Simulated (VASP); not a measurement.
# TiO2 (R-3m) in VASP: a series of runs, part 2 of 2

VASP 6.6.1. The steps go on from the part before.

## (4) Single point, PBEsol

This run uses another cell than the first one, of 17.71 Å³/atom, 1.021 times its volume.

INCAR reads:

```
  PREC = Accurate
  ENCUT = 520
  EDIFF = 1E-6
  ISMEAR = -1
  SIGMA = 0.05
  LREAL = F
  LASPH = T
  NELM = 60
  ALGO = Normal
  ISIF = 2
  LWAVE = F
  LCHARG = F
  GGA = PS
  NBANDS = 19
```

KPOINTS reads:

```
regular mesh
0
Gamma
  10 10 10
```

POSCAR reads:

```
TiO2
1.0
    1.4872816960      0.8586824875      6.9346869804
   -1.4872816960      0.8586824875      6.9346869804
    0.0000000000     -1.7173649751      6.9346869804
Ti O
1 2
Direct
    0.0000000000      0.0000000000      0.0000000000
    0.3795330000      0.3795330000      0.3795330000
    0.6204670000      0.6204670000      0.6204670000
```

Potentials or basis: VASP PAW PBE potentials, release 64 (Ti_sv, O).

Launch:

```sh
$ cat potpaw_PBE.64/Ti_sv/POTCAR potpaw_PBE.64/O/POTCAR > POTCAR
$ mpirun -np 1 vasp_std > vasp.out
```

OUTCAR:

```text
PREC = Accurate
   ENCUT = 520
   EDIFF = 1E-6
   ISMEAR = -1
   LREAL = F
   LASPH = T
   NELM = 60
   ISIF = 2
   GGA = PS

 ion  position               nearest neighbor table
   1  0.000  0.000  0.000-   3 1.97   2 1.97   3 1.97   3 1.97   2 1.97   2 1.97
   2  0.380  0.380  0.380-   1 1.97   1 1.97   1 1.97
   3  0.620  0.620  0.620-   1 1.97   1 1.97   1 1.97

  LATTYP: Found a trigonal (rhomboedric) cell.
 ALAT       =     7.1441742682
 COS(alpha) =     0.9133213014

  Lattice vectors:

 A1 = (   1.4872816960,   0.8586824875,   6.9346869804)
 A2 = (  -1.4872816960,   0.8586824875,   6.9346869804)
 A3 = (   0.0000000000,  -1.7173649751,   6.9346869804)

Analysis of symmetry for initial positions (statically):
=====================================================================
 Subroutine PRICEL returns:
 Original cell was already a primitive cell.

 Routine SETGRP: Setting up the symmetry group for a
 trigonal (rhombohedral) supercell.

 Subroutine GETGRP returns: Found 12 space group operations
[... 160 lines left out ...]
  ---------------------------------------------------
  ext. energy  EPLUGINS =         0.00000000
  ---------------------------------------------------
  free energy    TOTEN  =       -27.64816131 eV

  energy without entropy =      -27.64816131  energy(sigma->0) =      -27.64816131

 E-fermi :   0.2284     XC(G=0):  -7.8146

 val. band max:       -1.0672760853   @ k =  -0.2000   0.1000  -0.0000
 cond. band min:       1.6392183851   @ k =   0.0000   0.0000   0.0000
 fundamental gap:      2.7064944704
 Fermi energy:         0.2284104971

 k-point     1 :       0.0000    0.0000    0.0000
  band No.  band energies     occupation
      1     -57.1181      2.00000
      2     -33.4993      2.00000
      3     -33.2042      2.00000
      4     -33.2042      2.00000
      5     -18.4684      2.00000
      6     -16.6179      2.00000
[... 505 lines left out ...]
      6     -17.0081      2.00000
[... 11 lines left out ...]
     18       9.3796      0.00000
     19      11.1219      0.00000

 [... further k-points ...]
[... 5 lines left out ...]
  --------------------------------------------------------------------------------------
  -------------------------------------------------------------------------------------
  Total       -0.5598182     -0.5598182     -0.2333909      0.0000000      0.0000000      0.0000000
  in kB      -16.8792703    -16.8792703     -7.0370496      0.0000000      0.0000000      0.0000000
  external PRESSURE =     -13.5985301 kB  Pullay stress =       0.0000000 kB

 VOLUME and BASIS-vectors are now :
 -----------------------------------------------------------------------------
  energy-cutoff  :      520.00
  volume of cell :       53.14
      direct lattice vectors                 reciprocal lattice vectors
     1.487281696  0.858682487  6.934686980     0.336183792  0.194095803  0.048067538
    -1.487281696  0.858682487  6.934686980    -0.336183792  0.194095803  0.048067538
     0.000000000 -1.717364975  6.934686980     0.000000000 -0.388191605  0.048067538

 POSITION                                       TOTAL-FORCE (eV/Angst)
 -----------------------------------------------------------------------------------
      0.00000      0.00000      0.00000         0.000000     -0.000000     -0.000000
      0.00000     -0.00000      7.89583        -0.000000      0.000000     -0.095909
      0.00000     -0.00000     12.90823        -0.000000     -0.000000      0.095909
 -----------------------------------------------------------------------------------
    total drift:                                0.000000     -0.000000     -0.000000

  FREE ENERGIE OF THE ION-ELECTRON SYSTEM (eV)
  ---------------------------------------------------
  free  energy   TOTEN  =       -27.6481613140 eV

  energy  without entropy=      -27.6481613140  energy(sigma->0) =      -27.64816131
```

Wall time 13 min (1 thread of Intel Xeon Platinum 8259CL at 2.50GHz (Skylake/Cascade Lake), shared host); peak memory 0.44 GiB.

Results:

```yaml
Free_energy: -27.6482 eV
Pressure: -1.4 GPa
Largest_force: 0.096 eV/Å
Band_gap_on_the_k_mesh: 2.71 eV, indirect (least direct gap 2.88 eV)
```

Forces on the atoms (eV/Å):
```
Ti   0.000  0.000  0.000
O    0.000  0.000 -0.096
O    0.000  0.000  0.096
```

Stress tensor (GPa, compression positive):
```
-1.69  0.00  0.00
 0.00 -1.69  0.00
 0.00  0.00 -0.70
```

Caveat: the PAW data sets were made with another functional, which shifts forces and pressure a little.

## (5) Single point, PBEsol

This run uses another cell than the first one, of 18.07 Å³/atom, 1.042 times its volume.

INCAR reads:

```
PREC = Accurate ; ENCUT = 520
EDIFF = 1E-6 ; ISMEAR = -1
SIGMA = 0.05 ; LREAL = False
LASPH = True ; NELM = 80
ALGO = Normal ; ISIF = 2
LWAVE = False ; LCHARG = False
GGA = PS ; NBANDS = 19
```

KPOINTS is that of step 4.

POSCAR reads:

```
TiO2
1.0
    1.4973312015      0.8644845722      6.9815443949
   -1.4973312015      0.8644845722      6.9815443949
    0.0000000000     -1.7289691445      6.9815443949
Ti O
1 2
Direct
    0.0000000000      0.0000000000      0.0000000000
    0.3795330000      0.3795330000      0.3795330000
    0.6204670000      0.6204670000      0.6204670000
```

Launch:

```sh
$ cat potpaw_PBE.64/Ti_sv/POTCAR potpaw_PBE.64/O/POTCAR > POTCAR
$ mpirun -np 1 vasp_std > vasp.out
```

Wall time 12 min (1 thread of Intel Xeon Platinum 8259CL at 2.50GHz (Skylake/Cascade Lake), shared host); peak memory 0.43 GiB.

It converged, with:

* Free energy: -27.6312 eV
* Pressure: -3.9 GPa
* Largest force: 0.385 eV/Å
* Band gap on the k mesh: 2.64 eV, indirect (least direct gap 2.83 eV)

Forces in eV/Å, atoms in the order of the input:
```
Ti   0.000  0.000  0.000
O    0.000  0.000 -0.385
O    0.000  0.000  0.385
```

Stress tensor (GPa, compression positive):
```
-4.63  0.00  0.00
 0.00 -4.63  0.00
 0.00  0.00 -2.34
```

Levels at points of the mesh, in eV from the valence-band top:
| k point | band 10 | band 11 | band 12 | band 13 | band 14 | band 15 |
| --- | --- | --- | --- | --- | --- | --- |
| (0.00, 0.00, 0.00) | -0.62 | -0.18 | -0.18 | 2.64 | 2.64 | 4.35 |
| (0.50, 0.00, 0.00) | -1.68 | -1.22 | -0.65 | 2.90 | 3.69 | 3.76 |
| (0.50, 0.50, 0.00) | -1.69 | -1.22 | -0.64 | 2.90 | 3.69 | 3.76 |
| (0.50, 0.50, 0.50) | -0.68 | -0.18 | -0.18 | 2.64 | 2.64 | 4.37 |

Caveat: the PAW data sets were made with another functional, which shifts forces and pressure a little. PBEsol gaps usually lie below the measured ones, often by a third to a half.

## (6) Single point, LDA

This run uses another cell than the first one, of 18.07 Å³/atom, 1.042 times its volume.

INCAR reads:

```
  PREC = Accurate
  ENCUT = 520
  EDIFF = 1E-6
  ISMEAR = -1
  SIGMA = 0.05
  LREAL = False
  LASPH = True
  NELM = 100
  ALGO = Normal
  ISIF = 2
  LWAVE = False
  LCHARG = False
  NBANDS = 19
```

KPOINTS is that of step 5.

POSCAR is that of step 5.

Potentials or basis: VASP PAW LDA potentials, release 64 (Ti_sv, O).

Launch:

```sh
$ cat potpaw_LDA.64/Ti_sv/POTCAR potpaw_LDA.64/O/POTCAR > POTCAR
$ mpirun -np 1 vasp_std > vasp.out
```

It took 13 min on 1 thread of Intel Xeon Platinum 8259CL at 2.50GHz (Skylake/Cascade Lake), shared host; peak memory 0.38 GiB.

Results (log left out):

| Item | Value |
| --- | --- |
| Free energy | -28.7779 eV |
| Pressure | -6.9 GPa |
| Largest force | 0.750 eV/Å |
| Band gap on the k mesh | 2.60 eV, indirect (least direct gap 2.77 eV) |

Forces on the atoms (eV/Å):
```
Ti   0.000  0.000  0.000
O    0.000  0.000 -0.750
O    0.000  0.000  0.750
```

Stress tensor (GPa, compression positive):
```
-8.13  0.00  0.00
 0.00 -8.13  0.00
 0.00  0.00 -4.47
```

Levels at points of the mesh, in eV from the valence-band top:
```tsv
k point	band 8	band 9	band 10	band 11	band 12	band 13	band 14	band 15	band 16	band 17
(0.00, 0.00, 0.00)	-3.62	-3.62	-0.64	-0.18	-0.18	2.60	2.60	4.31	6.83	6.83
(0.50, 0.00, 0.00)	-2.78	-2.56	-1.68	-1.21	-0.65	2.85	3.64	3.72	6.29	6.73
(0.50, 0.50, 0.00)	-2.78	-2.56	-1.69	-1.21	-0.64	2.85	3.64	3.72	6.28	6.73
(0.50, 0.50, 0.50)	-3.62	-3.62	-0.70	-0.18	-0.18	2.60	2.60	4.32	6.83	6.83
```

## (7) Summary

| level | potentials or basis | cell | gap on the mesh (eV) | pressure (GPa) | largest force (eV/Å) |
| --- | --- | --- | --- | --- | --- |
| PBEsol | VASP PAW PBE potentials, release 64 (Ti_sv, O) | a = 7.095 Å, angles 24.0°, 3 atoms | 2.77 | 1.5 | 0.22 |
| LDA | VASP PAW LDA potentials, release 64 (Ti_sv, O) | a = 7.144 Å, angles 24.0°, 3 atoms | 2.66 | -4.5 | 0.46 |
| PBEsol | VASP PAW PBE potentials, release 64 (Ti_sv, O) | a = 7.144 Å, angles 24.0°, 3 atoms | 2.71 | -1.4 | 0.10 |
| PBEsol | VASP PAW PBE potentials, release 64 (Ti_sv, O) | a = 7.192 Å, angles 24.0°, 3 atoms | 2.64 | -3.9 | 0.38 |
| LDA | VASP PAW LDA potentials, release 64 (Ti_sv, O) | a = 7.192 Å, angles 24.0°, 3 atoms | 2.60 | -6.9 | 0.75 |

Alike in all rows: task single point; no spin polarisation; k mesh 10 × 10 × 10; cutoff (eV) 520; smearing fermi-dirac 0.05 eV.

Caveats: the PAW data sets were made with another functional, which shifts forces and pressure a little (some runs).

Absolute energies hang on the potentials; compare differences alone.
